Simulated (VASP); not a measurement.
# Si2Bi2S (P-6m2) in VASP: a series of runs

The runs below take Si2Bi2S through relaxation of cell and atoms, single point, with PBE.

All numbers are computed with VASP 6.6.1; they aren't measurements. Logs are shortened: lines on timing, memory, paths and dates and some standing lists are left out, and cuts for length are marked.

## Step 1: The cell of the first run

Symmetry: P-6m2, No. 187, hexagonal system. Conventional cell: a = 4.929 Å, b = 4.929 Å, c = 7.866 Å, α = 90.00°, β = 90.00°, γ = 120.00°. Si (site symmetry 3m) has 1 Si at 2.35 Å and 4 Bi at 2.76 to 3.08 Å and 3 S at 3.08 Å within 3.1 Å. Within 3.7 Å of Bi (site symmetry -6m2) lie 3 S at 2.85 Å and 6 Si at 3.08 Å. Bi (site symmetry -6m2) has 2 Si at 2.76 Å within 3.6 Å. Within 3.7 Å of S (site symmetry -6m2) lie 3 Bi at 2.85 Å and 6 Si at 3.08 Å.

The cell was generated, and may not be a known phase.

## Step 2: Relaxation of cell and atoms, PBE

File INCAR:

```
PREC     = Accurate       # precision mode
ENCUT    = 600            # plane-wave cutoff, eV
EDIFF    = 1E-6           # SCF threshold, eV
ISMEAR   = 0              # smearing method
SIGMA    = 0.1            # smearing width, eV
LREAL    = False          # projectors in reciprocal space
LASPH    = True           # aspherical terms in the spheres
NELM     = 60             # most SCF steps
ALGO     = Normal         # electronic algorithm
ISIF     = 3              # what is computed and relaxed
LWAVE    = False          # write WAVECAR
LCHARG   = False          # write CHGCAR
GGA      = PE             # functional
IBRION   = 2              # ionic algorithm
NSW      = 100            # ionic steps
EDIFFG   = -0.01          # ionic threshold
```

File KPOINTS:

```
Automatic mesh
0
Gamma
  12 12 6
```

File POSCAR:

```
Si2Bi2S
1.0
    4.9285377205      0.0000000000      0.0000000000
   -2.4642688602      4.2682388695      0.0000000000
    0.0000000000      0.0000000000      7.8662801946
Si Bi S
2 2 1
Direct
    0.0000000000      0.0000000000      0.8503241687
    0.0000000000      0.0000000000      0.1496758313
    0.3333333333      0.6666666667      0.0000000000
    0.0000000000      0.0000000000      0.5000000000
    0.6666666667      0.3333333333      0.0000000000
```

Potentials or basis: VASP PAW PBE potentials, release 64 (Si, Bi_d, S).

On the command line:

```sh
$ cat potpaw_PBE.64/Si/POTCAR potpaw_PBE.64/Bi_d/POTCAR potpaw_PBE.64/S/POTCAR > POTCAR
$ mpirun -np 1 vasp_std > vasp.out
```

OUTCAR:

```text
PREC = Accurate
   ENCUT = 600
   EDIFF = 1E-6
   ISMEAR = 0
   LREAL = False
   LASPH = True
   NELM = 60
   ISIF = 3
   GGA = PE
   IBRION = 2
   NSW = 100
   EDIFFG = -0.01

 ion  position               nearest neighbor table
   1  0.000  0.000  0.850-   2 2.35   4 2.76   3 3.08   3 3.08   3 3.08
   2  0.000  0.000  0.150-   1 2.35   4 2.76   3 3.08   3 3.08   3 3.08
   3  0.333  0.667  0.000-   5 2.85   5 2.85   5 2.85   1 3.08   2 3.08   2 3.08   1 3.08   2 3.08
                             1 3.08
   4  0.000  0.000  0.500-   1 2.76   2 2.76
   5  0.667  0.333  0.000-   3 2.85   3 2.85   3 2.85

  LATTYP: Found a hexagonal cell.
 ALAT       =     4.9285377205
 C/A-ratio  =     1.5960677671

  Lattice vectors:

 A1 = (   4.9285377205,   0.0000000000,   0.0000000000)
 A2 = (  -2.4642688602,   4.2682388695,   0.0000000000)
 A3 = (   0.0000000000,   0.0000000000,   7.8662801946)

Analysis of symmetry for initial positions (statically):
=====================================================================
 Subroutine PRICEL returns:
 Original cell was already a primitive cell.

 Routine SETGRP: Setting up the symmetry group for a
 hexagonal supercell.

 Subroutine GETGRP returns: Found 12 space group operations
 (whereof 12 operations were pure point group operations)
 out of a pool of 24 trial point group operations.

The static configuration has the point symmetry D_3h.

Analysis of symmetry for dynamics (positions and initial velocities):
=====================================================================
 Subroutine PRICEL returns:
 Original cell was already a primitive cell.

 Routine SETGRP: Setting up the symmetry group for a
 hexagonal supercell.

 Subroutine GETGRP returns: Found 12 space group operations
 (whereof 12 operations were pure point group operations)
 out of a pool of 24 trial point group operations.

The dynamic configuration has the point symmetry D_3h.

 Subroutine INISYM returns: Found 12 space group operations
 (whereof 12 operations are pure point group operations),
 and found     1 'primitive' translations

----------------------------------------------------------------------------------------

                                     Primitive cell

  volume of cell :     165.4765

  direct lattice vectors                    reciprocal lattice vectors
     4.928537720  0.000000000  0.000000000     0.202899938  0.117144334  0.000000000
    -2.464268860  4.268238870  0.000000000     0.000000000  0.234288668  0.000000000
     0.000000000  0.000000000  7.866280195     0.000000000  0.000000000  0.127124889

  length of vectors
     4.928537720  4.928537721  7.866280195     0.234288668  0.234288668  0.127124889

  position of ions in fractional coordinates (direct lattice)
     0.000000000  0.000000000  0.850324169
     0.000000000  0.000000000  0.149675831
     0.333333333  0.666666667  0.000000000
     0.000000000  0.000000000  0.500000000
     0.666666667  0.333333333  0.000000000

  ion indices of the primitive-cell ions
   primitive index   ion index
                 1           1
                 2           2
                 3           3
                 4           4
                 5           5

----------------------------------------------------------------------------------------

 KPOINTS: Automatic mesh

Automatic generation of k-mesh.
 Grid dimensions read from file:
 generate k-points for:   12   12    6

 Generating k-lattice:

  Cartesian coordinates                     Fractional coordinates (reciprocal lattice)
     0.016908328  0.009762028  0.000000000     0.083333333  0.000000000  0.000000000
     0.000000000  0.019524056  0.000000000     0.000000000  0.083333333  0.000000000
     0.000000000  0.000000000  0.021187482     0.000000000  0.000000000  0.166666667

  Length of vectors
     0.019524056  0.019524056  0.021187482

  Shift w.r.t. Gamma in fractional coordinates (k-lattice)
     0.000000000  0.000000000  0.000000000

 Subroutine IBZKPT returns following result:
 ===========================================

 Found     76 irreducible k-points:

 Following reciprocal coordinates:
            Coordinates               Weight
  0.000000  0.000000  0.000000      1.000000
  0.083333  0.000000  0.000000      6.000000
  0.166667  0.000000  0.000000      6.000000
  0.250000  0.000000  0.000000      6.000000
  0.333333  0.000000  0.000000      6.000000
  0.416667  0.000000  0.000000      6.000000
[... 16 lines left out ...]
  0.250000  0.000000  0.166667     12.000000
  0.333333  0.000000  0.166667     12.000000
 [... further k-points ...]
   k-points           NKPTS =     76   k-points in BZ     NKDIM =     76   number of bands    NBANDS=     26
   number of dos      NEDOS =    301   number of ions     NIONS =      5
   total plane-waves  NPLWV = 102400
   dimension x,y,z NGX =    40 NGY =   40 NGZ =   64
   dimension x,y,z NGXF=    80 NGYF=   80 NGZF=  128
   ions per type =               2   2   1
   NGX,Y,Z   is equivalent  to a cutoff of  13.49, 13.49, 13.53 a.u.
   NGXF,Y,Z  is equivalent  to a cutoff of  26.99, 26.99, 27.05 a.u.
 SYSTEM =  unknown system
   PREC   = accura    normal or accurate (medium, high low for compatibility)
   ISTART =      0    job   : 0-new  1-cont  2-samecut
   ICHARG =      2    charge: 1-file 2-atom 10-const
   ISPIN  =      1    spin polarized calculation?
   LNONCOLLINEAR =      F non collinear calculations
   LSORBIT =      F    spin-orbit coupling
   LASPH  =      T    aspherical Exc in radial PAW
   ENCUT  =  600.0 eV  44.10 Ry    6.64 a.u.   9.84  9.84 15.71*2*pi/ulx,y,z
   NELM   =     60;   NELMIN=  2; NELMDL= -5     # of ELM steps
   EDIFF  = 0.1E-05   stopping-criterion for ELM
   LREAL  =      F    real-space projection
   EDIFFG = -.1E-01   stopping-criterion for IOM
   NSW    =    100    number of steps for IOM
   IBRION =      2    ionic relax: 0-MD 1-quasi-New 2-CG
   NFREE  =      1    steps in history (QN), initial steepest desc. (CG)
   ISIF   =      3    stress and relaxation
   ISYM   =      2    0-nonsym 1-usesym 2-fastsym
   POTIM  = 0.5000    time-step for ionic-motion
   TEBEG  =    0.0;   TEEND  =   0.0 temperature during run
   PSTRESS=    0.0 pullay stress
   NELECT =      44.0000    total number of electrons
   NUPDOWN=      -1.0000    fix difference up-down
   EMIN   =  10.00;   EMAX   =-10.00  energy-range for DOS
   EFERMI =   0.00;   METHOD = LEGACY
   ISMEAR =     0;   SIGMA  =   0.10  broadening in eV -4-tet -1-fermi 0-gaus
   EFERMI_NEDOS =   21; number of points for ismear=-14 and -15
   IALGO  =     38    algorithm
   IMIX   =      4    mixing-type and parameters
     AMIX     =   0.40;   BMIX     =  1.00
     AMIX_MAG =   1.60;   BMIX_MAG =  1.00
  volume/ion in A,a.u.               =      33.10       223.34
  Fermi-wavevector in a.u.,A,eV,Ry     =   1.052722  1.989356 15.078294  1.108223
  Thomas-Fermi vector in A             =   2.187816
   LORBIT       =      0    0 simple, 1 ext, 2 COOP (PROOUT), +10 PAW based schemes
   GGA     = PE    functional components
   LHFCALC =     F    Hartree Fock is set to
   AEXX    =    0.0000 exact exchange contribution
   IVDW    =     0    specifies the selected vdW correction
   LEPSILON=     F    determine dielectric tensor
   LRPA    =     F    only Hartree local field effects (RPA)
 conjugate gradient relaxation of ions
 non-spin polarized calculation
 Gauss-broadening in eV      SIGMA  =   0.10
  energy-cutoff  :      600.00
  volume of cell :      165.48
 maximum number of plane-waves:      5544
 NGX is ok and might be reduce to    40
   NGX = 19   NGY = 19   NGZ = 31

--------------------------------------- Ionic step        1  -------------------------------------------

 number of electron      43.9999999 magnetization

 Free energy of the ion-electron system (eV)
  ---------------------------------------------------
  ext. energy  EPLUGINS =         0.00000000
  ---------------------------------------------------
  free energy    TOTEN  =       -18.76957951 eV

  energy without entropy =      -18.74630281  energy(sigma->0) =      -18.75794116

------------------------ aborting loop because EDIFF is reached ----------------------------------------

  FORCE on cell =-STRESS in cart. coord.  units (eV):
  Direction    XX          YY          ZZ          XY          YZ          ZX
  --------------------------------------------------------------------------------------
  -------------------------------------------------------------------------------------
  Total        0.2171052      0.2171052     -0.1169928      0.0000000     -0.0000000      0.0000000
  in kB        2.1020578      2.1020578     -1.1327490      0.0000000     -0.0000000      0.0000000
  external PRESSURE =       1.0237889 kB  Pullay stress =       0.0000000 kB
[... 297 lines left out ...]
  energy  without entropy=      -18.7467734061  energy(sigma->0) =      -18.75879160

--------------------------------------- Ionic step        9  -------------------------------------------

 number of electron      43.9999999 magnetization

 Free energy of the ion-electron system (eV)
  ---------------------------------------------------
  ext. energy  EPLUGINS =         0.00000000
  ---------------------------------------------------
  free energy    TOTEN  =       -18.77083676 eV

  energy without entropy =      -18.74679431  energy(sigma->0) =      -18.75881554

 E-fermi :   3.5607     XC(G=0):  -8.3320

 val. band max:        3.5575778831   @ k =   0.4167   0.0000   0.5000
 cond. band min:       3.5672155796   @ k =   0.0833   0.0000   0.3333
 fundamental gap:      0.0096376965
 Fermi energy:         3.5606530114

 k-point     1 :       0.0000    0.0000    0.0000
  band No.  band energies     occupation
      1     -19.3441      2.00000
      2     -19.3441      2.00000
      3     -19.2928      2.00000
      4     -19.2913      2.00000
      5     -19.2913      2.00000
      6     -18.9433      2.00000
[... 685 lines left out ...]
     25       5.0028      0.00000
     26       5.4316      0.00000

 [... further k-points ...]
[... 5 lines left out ...]
  --------------------------------------------------------------------------------------
  -------------------------------------------------------------------------------------
  Total       -0.0169482     -0.0169482     -0.0044559     -0.0000000      0.0000000     -0.0000000
  in kB       -0.1638500     -0.1638500     -0.0430781     -0.0000000      0.0000000     -0.0000000
  external PRESSURE =      -0.1235927 kB  Pullay stress =       0.0000000 kB
[... 20 lines left out ...]
  FREE ENERGIE OF THE ION-ELECTRON SYSTEM (eV)
  ---------------------------------------------------
  free  energy   TOTEN  =       -18.7708367615 eV

  energy  without entropy=      -18.7467943139  energy(sigma->0) =      -18.75881554

 reached required accuracy - stopping structural energy minimisation
```

Run time: 27 min. Hardware: 1 thread of Intel Xeon Platinum 8488C (Sapphire Rapids), shared host; peak memory 0.59 GiB.

Results:

```
Free energy                           : -18.7708 eV
Relaxed volume                        : 33.15 Å³/atom
Relaxed cell                          : a = 4.941 Å, b = 4.941 Å, c = 7.839 Å, α = 90.00°, β = 90.00°, γ = 120.00°
Space group after relaxing (to 0.1 Å) : P-6m2 (No. 187)
Energy gained by relaxing             : 0.3 meV/atom
Ionic steps                           : 9
Pressure after relaxing               : 0.0 GPa
Band gap on the k mesh                : zero (bands 22 and 23 overlap by 1.06 eV)
```

Forces in eV/Å, atoms in the order of the input:
```
Si   0.000  0.000 -0.003
Si   0.000  0.000  0.003
Bi   0.000  0.000  0.000
Bi   0.000  0.000  0.000
S    0.000  0.000  0.000
```

The path:
| step | energy change (eV) | largest force (eV/Å) | pressure (GPa) | volume (Å³) |
| --- | --- | --- | --- | --- |
| 1 | 0.0000 | 0.0732 | 0.10 | 165.48 |
| 2 | -0.0010 | 0.0296 | -0.03 | 165.98 |
| 3 | -0.0010 | 0.0126 | -0.09 | 166.19 |
| 4 | -0.0012 | 0.0167 | -0.02 | 165.82 |
| 5 | -0.0012 | 0.0175 | 0.00 | 165.73 |
| 6 | -0.0012 | 0.0172 | 0.01 | 165.76 |
| 7 | -0.0012 | 0.0169 | 0.00 | 165.79 |
| 8 | -0.0012 | 0.0166 | 0.00 | 165.80 |
| 9 | -0.0013 | 0.0028 | -0.01 | 165.73 |

Final structure:
```cif
data_structure
_symmetry_space_group_name_H-M 'P 1'
_symmetry_Int_Tables_number 1
_cell_length_a 4.9409
_cell_length_b 4.9409
_cell_length_c 7.8388
_cell_angle_alpha 90.000
_cell_angle_beta 90.000
_cell_angle_gamma 120.000
_cell_volume 165.73
loop_
_atom_site_label
_atom_site_type_symbol
_atom_site_fract_x
_atom_site_fract_y
_atom_site_fract_z
_atom_site_occupancy
Si1 Si 0.00000 0.00000 0.84936 1
Si2 Si 0.00000 0.00000 0.15064 1
Bi1 Bi 0.33333 0.66667 0.00000 1
Bi2 Bi 0.00000 0.00000 0.50000 1
S1 S 0.66667 0.33333 0.00000 1
```

Caveat: spin-orbit coupling is left out, which moves the levels of the heavy elements.

[end of part 1 of 2]

The gap in the log of VASP goes by the Fermi energy; the results here count the filled bands.